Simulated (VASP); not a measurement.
# PIr (F-43m) in VASP: a series of runs, part 2 of 2

VASP 6.6.1. The steps go on from the part before.

## (3) Single point, PBE (volume scaled by 1.100)

Contents of INCAR:

```
SYSTEM = PIr
PREC     = Accurate       ! precision mode
ENCUT    = 520            ! plane-wave cutoff, eV
EDIFF    = 1E-6           ! SCF threshold, eV
ISMEAR   = 0              ! smearing method
SIGMA    = 0.05           ! smearing width, eV
LREAL    = .False.        ! projectors in reciprocal space
LASPH    = .True.         ! aspherical terms in the spheres
NELM     = 100            ! most SCF steps
ALGO     = Normal         ! electronic algorithm
ISIF     = 2              ! what is computed and relaxed
LWAVE    = .False.        ! write WAVECAR
LCHARG   = .False.        ! write CHGCAR
GGA      = PE             ! functional
NBANDS   = 14             ! bands
```

Contents of KPOINTS:

```
Automatic mesh
0
Gamma
  12 12 12
  0 0 0
```

Contents of POSCAR:

```
PIr
1.0
    0.0000000000      2.7106045170      2.7106045170
    2.7106045170      0.0000000000      2.7106045170
    2.7106045170      2.7106045170      0.0000000000
Ir P
1 1
Direct
    0.0000000000      0.0000000000      0.0000000000
    0.2500000000      0.2500000000      0.2500000000
```

Potentials or basis: VASP PAW PBE potentials, release 64 (Ir, P).

The run is started by

```
cat potpaw_PBE.64/Ir/POTCAR potpaw_PBE.64/P/POTCAR > POTCAR
mpirun -np 1 vasp_std > vasp.out
```

OUTCAR:

```text
SYSTEM = PIr
   PREC = Accurate
   ENCUT = 520
   EDIFF = 1E-6
   ISMEAR = 0
   LREAL = .False.
   LASPH = .True.
   NELM = 100
   ISIF = 2
   GGA = PE

 ion  position               nearest neighbor table
   1  0.000  0.000  0.000-   2 2.35   2 2.35   2 2.35   2 2.35
   2  0.250  0.250  0.250-   1 2.35   1 2.35   1 2.35   1 2.35

  LATTYP: Found a face centered cubic cell.
 ALAT       =     5.4212090340

  Lattice vectors:

 A1 = (   0.0000000000,   2.7106045170,   2.7106045170)
 A2 = (   2.7106045170,   0.0000000000,   2.7106045170)
 A3 = (   2.7106045170,   2.7106045170,   0.0000000000)

Analysis of symmetry for initial positions (statically):
=====================================================================
 Subroutine PRICEL returns:
 Original cell was already a primitive cell.

 Routine SETGRP: Setting up the symmetry group for a
 face centered cubic supercell.

 Subroutine GETGRP returns: Found 24 space group operations
 (whereof 24 operations were pure point group operations)
 out of a pool of 48 trial point group operations.

The static configuration has the point symmetry T_d .

Analysis of symmetry for dynamics (positions and initial velocities):
=====================================================================
 Subroutine PRICEL returns:
 Original cell was already a primitive cell.

 Routine SETGRP: Setting up the symmetry group for a
 face centered cubic supercell.

 Subroutine GETGRP returns: Found 24 space group operations
 (whereof 24 operations were pure point group operations)
 out of a pool of 48 trial point group operations.

The dynamic configuration has the point symmetry T_d .

 Subroutine INISYM returns: Found 24 space group operations
 (whereof 24 operations are pure point group operations),
 and found     1 'primitive' translations

----------------------------------------------------------------------------------------

                                     Primitive cell

  volume of cell :      39.8317

[... 113 lines left out ...]
   GGA     = PE    functional components
   LHFCALC =     F    Hartree Fock is set to
   AEXX    =    0.0000 exact exchange contribution
   IVDW    =     0    specifies the selected vdW correction
   LEPSILON=     F    determine dielectric tensor
   LRPA    =     F    only Hartree local field effects (RPA)
 non-spin polarized calculation
 Gauss-broadening in eV      SIGMA  =   0.05
  energy-cutoff  :      520.00
  volume of cell :       39.83
 maximum number of plane-waves:      1090
 NGX is ok and might be reduce to    30
   NGX = 15   NGY = 15   NGZ = 15

 number of electron      13.9999999 magnetization

 Free energy of the ion-electron system (eV)
  ---------------------------------------------------
  ext. energy  EPLUGINS =         0.00000000
  ---------------------------------------------------
  free energy    TOTEN  =       -14.86976501 eV

  energy without entropy =      -14.86784839  energy(sigma->0) =      -14.86880670

 E-fermi :   5.6401     XC(G=0): -10.6102

 val. band max:        5.6362519556   @ k =   0.3333   0.0833   0.0000
 cond. band min:       5.6639051777   @ k =  -0.1667   0.2500   0.0833
 fundamental gap:      0.0276532222
 Fermi energy:         5.6401007041

 k-point     1 :       0.0000    0.0000    0.0000
  band No.  band energies     occupation
      1      -6.8897      2.00000
      2       0.5131      2.00000
      3       0.5131      2.00000
      4       0.5131      2.00000
      5       3.2235      2.00000
      6       3.2235      2.00000
      7       8.8135      0.00000
      8      10.2601      0.00000
      9      10.2601      0.00000
     10      10.2601      0.00000
     11      12.8143      0.00000
     12      12.8143      0.00000
     13      12.8143      0.00000
     14      18.3466      0.00000
[... 377 lines left out ...]
      1      -5.4380      2.00000
      2       0.2779      2.00000
      3       0.8106      2.00000
      4       1.1408      2.00000
      5       3.2027      2.00000
      6       3.3828      2.00000
      7       4.1609      2.00000
      8       6.7884      0.00000
      9       7.6459      0.00000
     10      11.1648      0.00000
     11      13.4979      0.00000
     12      14.6300      0.00000
     13      16.0944      0.00000
     14      18.0367      0.00000

 [... further k-points ...]
[... 5 lines left out ...]
  --------------------------------------------------------------------------------------
  -------------------------------------------------------------------------------------
  Total       -3.1649886     -3.1649886     -3.1649886     -0.0000000      0.0000000      0.0000000
  in kB     -127.3075821   -127.3075821   -127.3075821     -0.0000000      0.0000000      0.0000000
  external PRESSURE =    -127.3075821 kB  Pullay stress =       0.0000000 kB

 VOLUME and BASIS-vectors are now :
 -----------------------------------------------------------------------------
  energy-cutoff  :      520.00
  volume of cell :       39.83
      direct lattice vectors                 reciprocal lattice vectors
     0.000000000  2.710604517  2.710604517    -0.184460698  0.184460698  0.184460698
     2.710604517  0.000000000  2.710604517     0.184460698 -0.184460698  0.184460698
     2.710604517  2.710604517  0.000000000     0.184460698  0.184460698 -0.184460698

 POSITION                                       TOTAL-FORCE (eV/Angst)
 -----------------------------------------------------------------------------------
      0.00000      0.00000      0.00000        -0.000000      0.000000     -0.000000
      1.35530      1.35530      1.35530         0.000000     -0.000000      0.000000
 -----------------------------------------------------------------------------------
    total drift:                                0.000000      0.000000      0.000000

  FREE ENERGIE OF THE ION-ELECTRON SYSTEM (eV)
  ---------------------------------------------------
  free  energy   TOTEN  =       -14.8697650148 eV

  energy  without entropy=      -14.8678483870  energy(sigma->0) =      -14.86880670
```

OSZICAR:

```text
N       E                     dE             d eps       ncg     rms          rms(c)
DAV:   1     0.774525781948E+02    0.77453E+02   -0.60401E+03  2040   0.886E+02
DAV:   2    -0.115394445067E+02   -0.88992E+02   -0.76075E+02  2082   0.207E+02
DAV:   3    -0.154599500924E+02   -0.39205E+01   -0.38682E+01  2610   0.481E+01
DAV:   4    -0.155185851569E+02   -0.58635E-01   -0.58594E-01  2402   0.631E+00
DAV:   5    -0.155199342411E+02   -0.13491E-02   -0.13490E-02  2698   0.948E-01    0.124E+01
DAV:   6    -0.149880100908E+02    0.53192E+00   -0.34382E+00  2736   0.189E+01    0.416E+00
DAV:   7    -0.148916829571E+02    0.96327E-01   -0.46214E-01  2658   0.733E+00    0.321E+00
DAV:   8    -0.148697239935E+02    0.21959E-01   -0.31289E-02  2628   0.164E+00    0.315E-01
DAV:   9    -0.148696787591E+02    0.45234E-04   -0.15697E-03  3220   0.298E-01    0.199E-01
DAV:  10    -0.148697683168E+02   -0.89558E-04   -0.17220E-04  2526   0.102E-01    0.208E-02
DAV:  11    -0.148697642493E+02    0.40675E-05   -0.28967E-05  2710   0.600E-02    0.825E-03
DAV:  12    -0.148697650148E+02   -0.76549E-06   -0.27111E-06  2466   0.116E-02
   1 F= -.14869765E+02 E0= -.14868807E+02  d E =-.191663E-02
```

stdout:

```text
POSCAR found type information on POSCAR IrP
 POSCAR found :  2 types and       2 ions
 scaLAPACK will be used
 LDA part: xc-table for (Slater+PW92), standard interpolation
 POSCAR, INCAR and KPOINTS ok, starting setup
 FFT: planning ... GRIDC
 FFT: planning ... GRID_SOFT
 FFT: planning ... GRID
 WAVECAR not read
 entering main loop
```

Wall time 37 s (1 thread of AMD EPYC 7R43 (Zen 3), shared host); peak memory 0.16 GiB.

Results:

```yaml
Free_energy: -14.8698 eV
Pressure: -12.7 GPa
Band_gap_on_the_k_mesh: zero (band 7 reaches 8.87 eV, above the bottom of band 8 at 5.15 eV)
```

Caveat: spin-orbit coupling is left out, which moves the levels of the heavy elements.
